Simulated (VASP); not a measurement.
# AgMoSe2 (R-3m) in VASP: single point with r2SCAN+U

Aim: the single point of AgMoSe2 with r2SCAN+U.

Everything below comes from runs of VASP 6.6.1. Logs are shortened: lines on timing, memory, paths and dates and some standing lists are left out, and cuts for length are marked.

**1. The cell of the first run**

The structure is trigonal, space group R-3m (No. 166). Conventional cell: a = 3.948 Å, b = 3.948 Å, c = 21.501 Å, α = 90.00°, β = 90.00°, γ = 120.00°. Ag (site symmetry -3m) has 6 Se at 3.13 Å and 6 Ag at 3.95 Å and 6 Mo at 4.25 Å within 4.3 Å. Mo (site symmetry -3m) has 6 Se at 2.69 Å within 3.6 Å. Within 3.7 Å of Se (site symmetry 3m) lie 3 Mo at 2.69 Å and 3 Ag at 3.13 Å and 3 Se at 3.66 Å.

**2. Single point, r2SCAN+U, collinear spin**

The input, POSCAR:

```
AgMoSe2
1.0
    1.9741953200      1.1398022000      7.1670823700
   -1.9741953200      1.1398022000      7.1670823700
    0.0000000000     -2.2796044000      7.1670823700
Ag Mo Se
1 1 2
Direct
    0.5000000000      0.5000000000      0.5000000000
    0.0000000000      0.0000000000      0.0000000000
    0.2667000000      0.2667000000      0.2667000000
    0.7333000000      0.7333000000      0.7333000000
```

The input, INCAR.step1:

```
SYSTEM = AgMoSe2
PREC = Accurate
ENCUT = 520
ISMEAR = 0
SIGMA = 0.05
LREAL = .FALSE.
LASPH = .TRUE.
NELM = 150
ISPIN = 2
MAGMOM = 0.01 2.74 -0.09 -0.09
LMAXMIX = 4
LDAU = .TRUE.
LDAUTYPE = 2
LDAUL = -1 2 -1
LDAUU = 0 3 0
LDAUJ = 0 0 0
NBANDS = 30
GGA = PE
ALGO = Normal
EDIFF = 1E-4
LWAVE = .TRUE.
LCHARG = .FALSE.
```

The input, INCAR.step2:

```
SYSTEM = AgMoSe2
PREC = Accurate
ENCUT = 520
EDIFF = 1E-7
ISMEAR = 0
SIGMA = 0.05
LREAL = .FALSE.
LASPH = .TRUE.
NELM = 150
ALGO = Normal
ISIF = 2
LWAVE = .FALSE.
LCHARG = .FALSE.
ISPIN = 2
MAGMOM = 0.01 2.74 -0.09 -0.09
LORBIT = 11
LMAXMIX = 4
LDAU = .TRUE.
LDAUTYPE = 2
LDAUL = -1 2 -1
LDAUU = 0 3 0
LDAUJ = 0 0 0
LDAUPRINT = 1
METAGGA = R2SCAN
LMIXTAU = .TRUE.
NBANDS = 30
ISTART = 1
```

The input, KPOINTS:

```
regular mesh
0
G
  6 6 6
  0 0 0
```

Potentials or basis: VASP PAW PBE potentials, release 64 (Ag, Mo_sv, Se).

The run is started by

```bash
$ cat potpaw_PBE.64/Ag/POTCAR potpaw_PBE.64/Mo_sv/POTCAR potpaw_PBE.64/Se/POTCAR > POTCAR
$ cp INCAR.step1 INCAR
$ mpirun -np 1 vasp_std > vasp.out
$ cp INCAR.step2 INCAR
$ mpirun -np 1 vasp_std > vasp.out
```

OUTCAR:

```text
SYSTEM = AgMoSe2
   PREC = Accurate
   ENCUT = 520
   EDIFF = 1E-7
   ISMEAR = 0
   LREAL = .FALSE.
   LASPH = .TRUE.
   NELM = 150
   ISIF = 2
   ISPIN = 2
   LORBIT = 11
   METAGGA = R2SCAN
   ISTART = 1

 ion  position               nearest neighbor table
   1  0.500  0.500  0.500-   3 3.13   3 3.13   4 3.13   4 3.13   3 3.13   4 3.13
   2  0.000  0.000  0.000-   4 2.69   4 2.69   3 2.69   3 2.69   4 2.69   3 2.69
   3  0.267  0.267  0.267-   2 2.69   2 2.69   2 2.69   1 3.13   1 3.13   1 3.13
   4  0.733  0.733  0.733-   2 2.69   2 2.69   2 2.69   1 3.13   1 3.13   1 3.13

  LATTYP: Found a trigonal (rhomboedric) cell.
 ALAT       =     7.5208819905
 COS(alpha) =     0.8621925541

  Lattice vectors:

 A1 = (   1.9741953200,   1.1398022000,   7.1670823700)
 A2 = (  -1.9741953200,   1.1398022000,   7.1670823700)
 A3 = (   0.0000000000,  -2.2796044000,   7.1670823700)

Analysis of symmetry for initial positions (statically):
=====================================================================
 Subroutine PRICEL returns:
 Original cell was already a primitive cell.

 Routine SETGRP: Setting up the symmetry group for a
 trigonal (rhombohedral) supercell.

 Subroutine GETGRP returns: Found 12 space group operations
 (whereof 12 operations were pure point group operations)
 out of a pool of 12 trial point group operations.

The static configuration has the point symmetry D_3d.

Analysis of symmetry for dynamics (positions and initial velocities):
=====================================================================
 Subroutine PRICEL returns:
 Original cell was already a primitive cell.

 Routine SETGRP: Setting up the symmetry group for a
 trigonal (rhombohedral) supercell.

 Subroutine GETGRP returns: Found 12 space group operations
 (whereof 12 operations were pure point group operations)
 out of a pool of 12 trial point group operations.

The dynamic configuration has the point symmetry D_3d.

Analysis of structural, dynamic, and magnetic symmetry:
=====================================================================
 Subroutine PRICEL returns:
 Original cell was already a primitive cell.

 Routine SETGRP: Setting up the symmetry group for a
 trigonal (rhombohedral) supercell.

 Subroutine GETGRP returns: Found 12 space group operations
 (whereof 12 operations were pure point group operations)
 out of a pool of 12 trial point group operations.

The overall configuration has the point symmetry D_3d.

 Subroutine INISYM returns: Found 12 space group operations
 (whereof 12 operations are pure point group operations),
 and found     1 'primitive' translations

----------------------------------------------------------------------------------------

                                     Primitive cell

  volume of cell :      96.7639

  direct lattice vectors                    reciprocal lattice vectors
     1.974195320  1.139802200  7.167082370     0.253267747  0.146224202  0.046508930
    -1.974195320  1.139802200  7.167082370    -0.253267747  0.146224202  0.046508930
     0.000000000 -2.279604400  7.167082370     0.000000000 -0.292448403  0.046508930

  length of vectors
     7.520881990  7.520881990  7.520881991     0.296123537  0.296123537  0.296123537

  position of ions in fractional coordinates (direct lattice)
     0.500000000  0.500000000  0.500000000
     0.000000000  0.000000000  0.000000000
     0.266700000  0.266700000  0.266700000
     0.733300000  0.733300000  0.733300000

  ion indices of the primitive-cell ions
   primitive index   ion index
                 1           1
                 2           2
                 3           3
                 4           4

----------------------------------------------------------------------------------------

 KPOINTS: regular mesh

Automatic generation of k-mesh.
 Grid dimensions read from file:
 generate k-points for:    6    6    6

[... 76 lines left out ...]
   EMIN   =  10.00;   EMAX   =-10.00  energy-range for DOS
   EFERMI =   0.00;   METHOD = LEGACY
   ISMEAR =     0;   SIGMA  =   0.05  broadening in eV -4-tet -1-fermi 0-gaus
   EFERMI_NEDOS =   21; number of points for ismear=-14 and -15
   IALGO  =     38    algorithm
   IMIX   =      4    mixing-type and parameters
     AMIX     =   0.40;   BMIX     =  1.00
     AMIX_MAG =   1.60;   BMIX_MAG =  1.00
  volume/ion in A,a.u.               =      24.19       163.25
  Fermi-wavevector in a.u.,A,eV,Ry     =   1.188240  2.245449 19.210274  1.411915
  Thomas-Fermi vector in A             =   2.324374
   LORBIT       =     11    0 simple, 1 ext, 2 COOP (PROOUT), +10 PAW based schemes
 LDA+U is selected, type is set to LDAUTYPE =  2
   angular momentum for each species LDAUL =    -1    2   -1
   U (eV)           for each species LDAUU =   0.0  3.0  0.0
   J (eV)           for each species LDAUJ =   0.0  0.0  0.0
   METAGGA = R2SCAN    functional components
   LHFCALC =     F    Hartree Fock is set to
   AEXX    =    0.0000 exact exchange contribution
   IVDW    =     0    specifies the selected vdW correction
   LEPSILON=     F    determine dielectric tensor
   LRPA    =     F    only Hartree local field effects (RPA)
 spin polarized calculation
 Gauss-broadening in eV      SIGMA  =   0.05
  energy-cutoff  :      520.00
  volume of cell :       96.76
 maximum number of plane-waves:      2637
   NGX = 27   NGY = 27   NGZ = 27

atom =   2  type =  2  l = 2

 onsite density matrix

spin component  1

  0.6773 -0.0000  0.0000 -0.2453  0.0000
 -0.0000  0.5087 -0.0000  0.0000 -0.2453
  0.0000 -0.0000  0.8550 -0.0000  0.0000
 -0.2453  0.0000 -0.0000  0.5087  0.0000
  0.0000 -0.2453  0.0000  0.0000  0.6773

spin component  2

  0.0980 -0.0000 -0.0000  0.0831  0.0000
 -0.0000  0.1409  0.0000  0.0000  0.0831
 -0.0000  0.0000  0.0301  0.0000  0.0000
  0.0831  0.0000  0.0000  0.1409  0.0000
  0.0000  0.0831  0.0000  0.0000  0.0980

 occupancies and eigenvectors

  o =  0.0301  v =  0.0000  0.0000  0.0000  0.0000  0.0000  0.0000  0.0000  1.0000 -0.0000 -0.0000      0.0000  0.0000  0.0000  0.0000  0.0000  0.0000  0.0000  0.0000  0.0000  0.0000
  o =  0.0336  v =  0.0000  0.0000  0.0000  0.0000  0.0000 -0.7906 -0.0000  0.0000  0.6124  0.0000      0.0000  0.0000  0.0000  0.0000  0.0000  0.0000  0.0000  0.0000  0.0000  0.0000
  o =  0.0336  v =  0.0000  0.0000  0.0000  0.0000  0.0000 -0.0000  0.6124 -0.0000  0.0000 -0.7906      0.0000  0.0000  0.0000  0.0000  0.0000  0.0000  0.0000  0.0000  0.0000  0.0000
  o =  0.2053  v =  0.0000  0.0000  0.0000  0.0000  0.0000  0.6124 -0.0000 -0.0000  0.7906 -0.0000      0.0000  0.0000  0.0000  0.0000  0.0000  0.0000  0.0000  0.0000  0.0000  0.0000
  o =  0.2053  v =  0.0000  0.0000  0.0000  0.0000  0.0000 -0.0000 -0.7906 -0.0000 -0.0000 -0.6124      0.0000  0.0000  0.0000  0.0000  0.0000  0.0000  0.0000  0.0000  0.0000  0.0000
  o =  0.3336  v =  0.5810  0.0000 -0.0000  0.8139 -0.0000  0.0000  0.0000  0.0000  0.0000  0.0000      0.0000  0.0000  0.0000  0.0000  0.0000  0.0000  0.0000  0.0000  0.0000  0.0000
  o =  0.3336  v =  0.0000  0.8139 -0.0000 -0.0000  0.5810  0.0000  0.0000  0.0000  0.0000  0.0000      0.0000  0.0000  0.0000  0.0000  0.0000  0.0000  0.0000  0.0000  0.0000  0.0000
  o =  0.8524  v = -0.8139  0.0000 -0.0000  0.5810 -0.0000  0.0000  0.0000  0.0000  0.0000  0.0000      0.0000  0.0000  0.0000  0.0000  0.0000  0.0000  0.0000  0.0000  0.0000  0.0000
  o =  0.8524  v =  0.0000 -0.5810 -0.0000  0.0000  0.8139  0.0000  0.0000  0.0000  0.0000  0.0000      0.0000  0.0000  0.0000  0.0000  0.0000  0.0000  0.0000  0.0000  0.0000  0.0000
  o =  0.8550  v =  0.0000  0.0000 -1.0000 -0.0000 -0.0000  0.0000  0.0000  0.0000  0.0000  0.0000      0.0000  0.0000  0.0000  0.0000  0.0000  0.0000  0.0000  0.0000  0.0000  0.0000

 number of electron      36.9999998 magnetization       2.9999999

 Free energy of the ion-electron system (eV)
  ---------------------------------------------------
  ext. energy  EPLUGINS =         0.00000000
  ---------------------------------------------------
  free energy    TOTEN  =       -74.66509935 eV

  energy without entropy =      -74.66509935  energy(sigma->0) =      -74.66509935

 E-fermi :   4.2100     XC(G=0): -10.3892

 val. band max:        3.9742741694   @ k =   0.3333   0.3333   0.1667
 cond. band min:       5.4207808867   @ k =   0.5000   0.1667   0.1667
 fundamental gap:      1.4465067173
 Fermi energy:         4.2099712173

 spin component 1

 k-point     1 :       0.0000    0.0000    0.0000
  band No.  band energies     occupation
      1     -59.5024      1.00000
      2     -33.0040      1.00000
      3     -32.9765      1.00000
      4     -32.9765      1.00000
      5      -9.4422      1.00000
      6      -8.3625      1.00000
[... 1577 lines left out ...]
     29      14.6062      0.00000
     30      14.9068      0.00000

 [... further k-points ...]

------------------------ aborting loop because EDIFF is reached ----------------------------------------

  FORCE on cell =-STRESS in cart. coord.  units (eV):
  Direction    XX          YY          ZZ          XY          YZ          ZX
  --------------------------------------------------------------------------------------
  -------------------------------------------------------------------------------------
  Total       -2.0101461     -2.0101461     -2.6142663      0.0000000      0.0000000      0.0000000
  in kB      -33.2831910    -33.2831910    -43.2859697      0.0000000      0.0000000      0.0000000
  external PRESSURE =     -36.6174506 kB  Pullay stress =       0.0000000 kB

 VOLUME and BASIS-vectors are now :
 -----------------------------------------------------------------------------
  energy-cutoff  :      520.00
  volume of cell :       96.76
      direct lattice vectors                 reciprocal lattice vectors
     1.974195320  1.139802200  7.167082370     0.253267747  0.146224202  0.046508930
    -1.974195320  1.139802200  7.167082370    -0.253267747  0.146224202  0.046508930
     0.000000000 -2.279604400  7.167082370     0.000000000 -0.292448403  0.046508930

 POSITION                                       TOTAL-FORCE (eV/Angst)
 -----------------------------------------------------------------------------------
      0.00000      0.00000     10.75062         0.000000      0.000000      0.000000
      0.00000      0.00000      0.00000         0.000000     -0.000000      0.000000
      0.00000      0.00000      5.73438         0.000000      0.000000     -0.646817
      0.00000      0.00000     15.76686         0.000000      0.000000      0.646817
 -----------------------------------------------------------------------------------
    total drift:                               -0.000000     -0.000000      0.000000

  FREE ENERGIE OF THE ION-ELECTRON SYSTEM (eV)
  ---------------------------------------------------
  free  energy   TOTEN  =       -74.6650993469 eV

  energy  without entropy=      -74.6650993469  energy(sigma->0) =      -74.66509935

 total charge

# of ion       s       p       d       tot
------------------------------------------
    1        0.196   0.091   9.354   9.642
    2        2.230   6.108   3.699  12.037
    3        1.442   2.438   0.027   3.907
    4        1.442   2.438   0.027   3.907
--------------------------------------------------
tot          5.310  11.075  13.108  29.493

 magnetization (x)

# of ion       s       p       d       tot
------------------------------------------
    1        0.020  -0.001  -0.005   0.014
    2        0.055   0.030   2.701   2.786
    3        0.000  -0.060   0.010  -0.051
    4        0.000  -0.060   0.010  -0.051
--------------------------------------------------
tot          0.075  -0.092   2.715   2.699
```

It took 24 min on 1 thread of Intel Xeon Platinum 8488C (Sapphire Rapids), shared host; peak memory 0.7 GiB.

Results:

| Property | Result |
| --- | --- |
| Free energy | -74.6651 eV |
| Pressure | -3.7 GPa |
| Largest force | 0.647 eV/Å |
| Band gap on the k mesh | 1.45 eV (least direct gap 1.90 eV) |
| Net moment | 3.00 μB per cell |
| Site moments | Ag +0.01; Mo +2.79; Se -0.05 μB |
| Valence electrons inside the program's atomic spheres | Ag 9.64; Mo 12.04; Se 3.91 |

Forces in eV/Å, atoms in the order of the input:
```
Ag   0.000  0.000  0.000
Mo   0.000  0.000  0.000
Se   0.000  0.000 -0.647
Se   0.000  0.000  0.647
```

Stress tensor (GPa, compression positive):
```
-3.33  0.00  0.00
 0.00 -3.33  0.00
 0.00  0.00 -4.33
```

Levels at points of the mesh, in eV from the valence-band top:
Spin up:
| k point | band 16 | band 17 | band 18 | band 19 | band 20 | band 21 | band 22 | band 23 | band 24 | band 25 |
| --- | --- | --- | --- | --- | --- | --- | --- | --- | --- | --- |
| (0.00, 0.00, 0.00) | -1.74 | -1.36 | -0.91 | -0.30 | -0.30 | 1.74 | 3.71 | 3.71 | 4.93 | 7.90 |
| (0.50, 0.00, 0.00) | -1.50 | -1.44 | -1.28 | -1.15 | -1.14 | 2.76 | 3.20 | 3.43 | 5.06 | 6.19 |
| (0.50, 0.50, 0.00) | -1.78 | -1.66 | -1.42 | -1.22 | -0.91 | 2.13 | 3.69 | 3.81 | 3.85 | 6.60 |
| (0.50, 0.50, 0.50) | -1.78 | -1.78 | -0.80 | -0.05 | -0.05 | 3.47 | 3.47 | 3.77 | 4.94 | 5.57 |
Spin down:
```
           k point  band 14  band 15  band 16  band 17  band 18  band 19  band 20  band 21
(0.00, 0.00, 0.00)    -2.15    -0.95    -0.36    -0.36     1.67     2.83     2.83     3.64
(0.50, 0.00, 0.00)    -2.29    -2.24    -1.25    -1.12     2.41     3.56     3.69     3.71
(0.50, 0.50, 0.00)    -1.78    -1.76    -1.66    -1.08     1.94     2.83     3.87     4.03
(0.50, 0.50, 0.50)    -2.47    -2.47    -0.10    -0.10     2.78     2.78     3.50     3.79
```

Eigenvalues of the final occupation matrices:
| site | spin | trace | eigenvalues |
| --- | --- | --- | --- |
| site 2 d | 1 | 3.23 | 0.33 0.33 0.85 0.85 0.85 |
| site 2 d | 2 | 0.51 | 0.03 0.03 0.03 0.21 0.21 |

Caveat: the cell stands under tension; the PAW data sets were made with another functional, which shifts forces and pressure a little. A k mesh can miss the band edges.
